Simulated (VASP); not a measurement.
# V (P6_3/mmc) in VASP: single point with PBE

Aim: the single point of V with PBE.

All numbers are computed with VASP 6.6.1; they aren't measurements. Logs are shortened: lines on timing, memory, paths and dates and some standing lists are left out, and cuts for length are marked.

### Step 1. The cell of the first run

The structure is hexagonal, space group P6_3/mmc (No. 194). Conventional cell: a = 2.615 Å, b = 2.615 Å, c = 4.681 Å, α = 90.00°, β = 90.00°, γ = 120.00°. V (site symmetry -6m2) has 12 V at 2.62 to 2.79 Å within 3.5 Å.

### Step 2. Single point, PBE, collinear spin, ferromagnetic start

INCAR reads:

```
ALGO = Normal ; EDIFF = 1E-6
ENCUT = 520 ; GGA = PE
ISIF = 2 ; ISMEAR = 0
ISPIN = 2 ; LASPH = True
LCHARG = False ; LMAXMIX = 4
LORBIT = 11 ; LREAL = False
LWAVE = False ; MAGMOM = 1 1
NBANDS = 24 ; NELM = 150
PREC = Accurate ; SIGMA = 0.05
```

KPOINTS reads:

```
k-points
0
Gamma
  8 8 4
```

POSCAR reads:

```
V
1.0
    2.6154241414      0.0000000000      0.0000000000
   -1.3077120707      2.2650237482      0.0000000000
    0.0000000000      0.0000000000      4.6806337378
V
2
Direct
    0.3333333333      0.6666666667      0.7500000000
    0.6666666667      0.3333333333      0.2500000000
```

Potentials or basis: VASP PAW PBE potentials, release 64 (V_sv).

Launch:

```sh
> cat potpaw_PBE.64/V_sv/POTCAR > POTCAR
> mpirun -np 1 vasp_std > vasp.out
```

OUTCAR:

```text
EDIFF = 1E-6
   ENCUT = 520
   GGA = PE
   ISIF = 2
   ISMEAR = 0
   ISPIN = 2
   LASPH = True
   LORBIT = 11
   LREAL = False
   NELM = 150
   PREC = Accurate

 ion  position               nearest neighbor table
   1  0.333  0.667  0.750-   2 2.79   2 2.79   2 2.79   2 2.79   2 2.79   2 2.79
   2  0.667  0.333  0.250-   1 2.79   1 2.79   1 2.79   1 2.79   1 2.79   1 2.79

  LATTYP: Found a hexagonal cell.
 ALAT       =     2.6154241414
 C/A-ratio  =     1.7896270298

  Lattice vectors:

 A1 = (   2.6154241414,   0.0000000000,   0.0000000000)
 A2 = (  -1.3077120707,   2.2650237482,   0.0000000000)
 A3 = (   0.0000000000,   0.0000000000,   4.6806337378)

Analysis of symmetry for initial positions (statically):
=====================================================================
 Subroutine PRICEL returns:
 Original cell was already a primitive cell.

 Routine SETGRP: Setting up the symmetry group for a
 hexagonal supercell.

 Subroutine GETGRP returns: Found 24 space group operations
 (whereof 12 operations were pure point group operations)
 out of a pool of 24 trial point group operations.

The static configuration has the point symmetry D_3d.
 The point group associated with its full space group is D_6h.

Analysis of symmetry for dynamics (positions and initial velocities):
=====================================================================
 Subroutine PRICEL returns:
 Original cell was already a primitive cell.

 Routine SETGRP: Setting up the symmetry group for a
 hexagonal supercell.

 Subroutine GETGRP returns: Found 24 space group operations
 (whereof 12 operations were pure point group operations)
 out of a pool of 24 trial point group operations.

The dynamic configuration has the point symmetry D_3d.
 The point group associated with its full space group is D_6h.

Analysis of structural, dynamic, and magnetic symmetry:
=====================================================================
 Subroutine PRICEL returns:
 Original cell was already a primitive cell.

 Routine SETGRP: Setting up the symmetry group for a
 hexagonal supercell.

 Subroutine GETGRP returns: Found 24 space group operations
 (whereof 12 operations were pure point group operations)
 out of a pool of 24 trial point group operations.

The overall configuration has the point symmetry D_3d.
 The point group associated with its full space group is D_6h.

 Subroutine INISYM returns: Found 24 space group operations
 (whereof 12 operations are pure point group operations),
 and found     1 'primitive' translations

----------------------------------------------------------------------------------------

                                     Primitive cell

  volume of cell :      27.7281

  direct lattice vectors                    reciprocal lattice vectors
     2.615424141  0.000000000  0.000000000     0.382347163  0.220748237  0.000000000
    -1.307712071  2.265023748  0.000000000     0.000000000  0.441496475  0.000000000
     0.000000000  0.000000000  4.680633738     0.000000000  0.000000000  0.213646283

  length of vectors
     2.615424141  2.615424141  4.680633738     0.441496475  0.441496475  0.213646283

  position of ions in fractional coordinates (direct lattice)
     0.333333333  0.666666667  0.750000000
     0.666666667  0.333333333  0.250000000

  ion indices of the primitive-cell ions
   primitive index   ion index
                 1           1
                 2           2

----------------------------------------------------------------------------------------

 KPOINTS: k-points

Automatic generation of k-mesh.
 Grid dimensions read from file:
 generate k-points for:    8    8    4

 Generating k-lattice:

  Cartesian coordinates                     Fractional coordinates (reciprocal lattice)
     0.047793395  0.027593530  0.000000000     0.125000000  0.000000000  0.000000000
     0.000000000  0.055187059  0.000000000     0.000000000  0.125000000  0.000000000
     0.000000000  0.000000000  0.053411571     0.000000000  0.000000000  0.250000000

  Length of vectors
     0.055187059  0.055187059  0.053411571

  Shift w.r.t. Gamma in fractional coordinates (k-lattice)
     0.000000000  0.000000000  0.000000000

 Subroutine IBZKPT returns following result:
 ===========================================

 Found     30 irreducible k-points:

 Following reciprocal coordinates:
            Coordinates               Weight
  0.000000  0.000000  0.000000      1.000000
  0.125000  0.000000  0.000000      6.000000
  0.250000  0.000000  0.000000      6.000000
  0.375000  0.000000  0.000000      6.000000
  0.500000  0.000000  0.000000      3.000000
  0.125000  0.125000  0.000000      6.000000
[... 16 lines left out ...]
  0.250000  0.000000  0.500000      6.000000
  0.375000  0.000000  0.500000      6.000000
 [... further k-points ...]
   k-points           NKPTS =     30   k-points in BZ     NKDIM =     30   number of bands    NBANDS=     24
   number of dos      NEDOS =    301   number of ions     NIONS =      2
   total plane-waves  NPLWV =  14400
   dimension x,y,z NGX =    20 NGY =   20 NGZ =   36
   dimension x,y,z NGXF=    40 NGYF=   40 NGZF=   72
   ions per type =               2
   NGX,Y,Z   is equivalent  to a cutoff of  12.71, 12.71, 12.79 a.u.
   NGXF,Y,Z  is equivalent  to a cutoff of  25.43, 25.43, 25.57 a.u.
 SYSTEM =  unknown system
   PREC   = accura    normal or accurate (medium, high low for compatibility)
   ISTART =      0    job   : 0-new  1-cont  2-samecut
   ICHARG =      2    charge: 1-file 2-atom 10-const
   ISPIN  =      2    spin polarized calculation?
   LNONCOLLINEAR =      F non collinear calculations
   LSORBIT =      F    spin-orbit coupling
   LASPH  =      T    aspherical Exc in radial PAW
   ENCUT  =  520.0 eV  38.22 Ry    6.18 a.u.   4.86  4.86  8.70*2*pi/ulx,y,z
   NELM   =    150;   NELMIN=  2; NELMDL= -5     # of ELM steps
   EDIFF  = 0.1E-05   stopping-criterion for ELM
   LREAL  =      F    real-space projection
   EDIFFG = 0.1E-04   stopping-criterion for IOM
   NSW    =      0    number of steps for IOM
   IBRION =     -1    ionic relax: 0-MD 1-quasi-New 2-CG
   NFREE  =      0    steps in history (QN), initial steepest desc. (CG)
   ISIF   =      2    stress and relaxation
   ISYM   =      2    0-nonsym 1-usesym 2-fastsym
   POTIM  = 0.5000    time-step for ionic-motion
   TEBEG  =    0.0;   TEEND  =   0.0 temperature during run
   PSTRESS=    0.0 pullay stress
   NELECT =      26.0000    total number of electrons
   NUPDOWN=      -1.0000    fix difference up-down
   EMIN   =  10.00;   EMAX   =-10.00  energy-range for DOS
   EFERMI =   0.00;   METHOD = LEGACY
   ISMEAR =     0;   SIGMA  =   0.05  broadening in eV -4-tet -1-fermi 0-gaus
   EFERMI_NEDOS =   21; number of points for ismear=-14 and -15
   IALGO  =     38    algorithm
   IMIX   =      4    mixing-type and parameters
     AMIX     =   0.40;   BMIX     =  1.00
     AMIX_MAG =   1.60;   BMIX_MAG =  1.00
  volume/ion in A,a.u.               =      13.86        93.56
  Fermi-wavevector in a.u.,A,eV,Ry     =   1.602358  3.028017 34.933635  2.567550
  Thomas-Fermi vector in A             =   2.699191
   LORBIT       =     11    0 simple, 1 ext, 2 COOP (PROOUT), +10 PAW based schemes
   GGA     = PE    functional components
   LHFCALC =     F    Hartree Fock is set to
   AEXX    =    0.0000 exact exchange contribution
   IVDW    =     0    specifies the selected vdW correction
   LEPSILON=     F    determine dielectric tensor
   LRPA    =     F    only Hartree local field effects (RPA)
 spin polarized calculation
 Gauss-broadening in eV      SIGMA  =   0.05
  energy-cutoff  :      520.00
  volume of cell :       27.73
 maximum number of plane-waves:       764
 NGX is ok and might be reduce to    20
   NGX =  9   NGY =  9   NGZ = 17

 number of electron      26.0000011 magnetization       0.0003750

 Free energy of the ion-electron system (eV)
  ---------------------------------------------------
  ext. energy  EPLUGINS =         0.00000000
  ---------------------------------------------------
  free energy    TOTEN  =       -17.49501651 eV

  energy without entropy =      -17.48954811  energy(sigma->0) =      -17.49228231

 E-fermi :   9.6538     XC(G=0): -12.7359

 val. band max:        9.6271481805   @ k =   0.1250   0.0000   0.2500
 cond. band min:       9.6555278835   @ k =   0.3750   0.0000   0.0000
 fundamental gap:      0.0283797029
 Fermi energy:         9.6537511016

 spin component 1

 k-point     1 :       0.0000    0.0000    0.0000
  band No.  band energies     occupation
      1     -54.3456      1.00000
      2     -54.2324      1.00000
      3     -28.4370      1.00000
      4     -27.7810      1.00000
      5     -27.7013      1.00000
      6     -27.7013      1.00000
[... 16 lines left out ...]
     23      27.7366      0.00000
     24      30.0363      0.00000
[... 598 lines left out ...]
      2     -54.1575      1.00000
      3     -28.4226      1.00000
      4     -28.4226      1.00000
      5     -27.9467      1.00000
      6     -27.9467      1.00000
[... 16 lines left out ...]
     23      25.0008      0.00000
     24      25.0008      0.00000

 [... further k-points ...]

 spin component 2

 k-point     1 :       0.0000    0.0000    0.0000
  band No.  band energies     occupation
      1     -54.3455      1.00000
      2     -54.2322      1.00000
      3     -28.4369      1.00000
      4     -27.7809      1.00000
      5     -27.7011      1.00000
      6     -27.7011      1.00000
[... 16 lines left out ...]
     23      27.7367      0.00000
     24      30.0364      0.00000
[... 598 lines left out ...]
      2     -54.1574      1.00000
      3     -28.4224      1.00000
      4     -28.4224      1.00000
      5     -27.9466      1.00000
      6     -27.9466      1.00000
[... 16 lines left out ...]
     23      25.0008      0.00000
     24      25.0008      0.00000

 [... further k-points ...]
[... 5 lines left out ...]
  --------------------------------------------------------------------------------------
  -------------------------------------------------------------------------------------
  Total        0.0078012      0.0078012      0.0383443      0.0000000      0.0000000      0.0000000
  in kB        0.4507657      0.4507657      2.2155997      0.0000000      0.0000000      0.0000000
  external PRESSURE =       1.0390437 kB  Pullay stress =       0.0000000 kB

 VOLUME and BASIS-vectors are now :
 -----------------------------------------------------------------------------
  energy-cutoff  :      520.00
  volume of cell :       27.73
      direct lattice vectors                 reciprocal lattice vectors
     2.615424141  0.000000000  0.000000000     0.382347163  0.220748237  0.000000000
    -1.307712071  2.265023748  0.000000000     0.000000000  0.441496475  0.000000000
     0.000000000  0.000000000  4.680633738     0.000000000  0.000000000  0.213646283

 POSITION                                       TOTAL-FORCE (eV/Angst)
 -----------------------------------------------------------------------------------
     -0.00000      1.51002      3.51048         0.000000     -0.000000      0.000000
      1.30771      0.75501      1.17016        -0.000000      0.000000      0.000000
 -----------------------------------------------------------------------------------
    total drift:                               -0.000000      0.000000     -0.000000

  FREE ENERGIE OF THE ION-ELECTRON SYSTEM (eV)
  ---------------------------------------------------
  free  energy   TOTEN  =       -17.4950165143 eV

  energy  without entropy=      -17.4895481095  energy(sigma->0) =      -17.49228231

 total charge

# of ion       s       p       d       tot
------------------------------------------
    1        2.344   6.213   3.063  11.620
    2        2.344   6.213   3.063  11.620
--------------------------------------------------
tot          4.688  12.426   6.126  23.240

 magnetization (x)

# of ion       s       p       d       tot
------------------------------------------
    1        0.000   0.000   0.000   0.000
    2        0.000   0.000   0.000   0.000
--------------------------------------------------
tot          0.000   0.000   0.000   0.000
```

Run time: 66 s. Hardware: 1 thread of AMD EPYC 7R43 (Zen 3), shared host; peak memory 0.12 GiB.

What came out:

| Item | Value |
| --- | --- |
| Free energy | -17.4950 eV |
| Pressure | 0.1 GPa |
| Band gap on the k mesh | zero (filled and empty bands overlap) |
| Net moment | 0.00 μB per cell |
| Valence electrons inside the program's atomic spheres | V 11.62 |
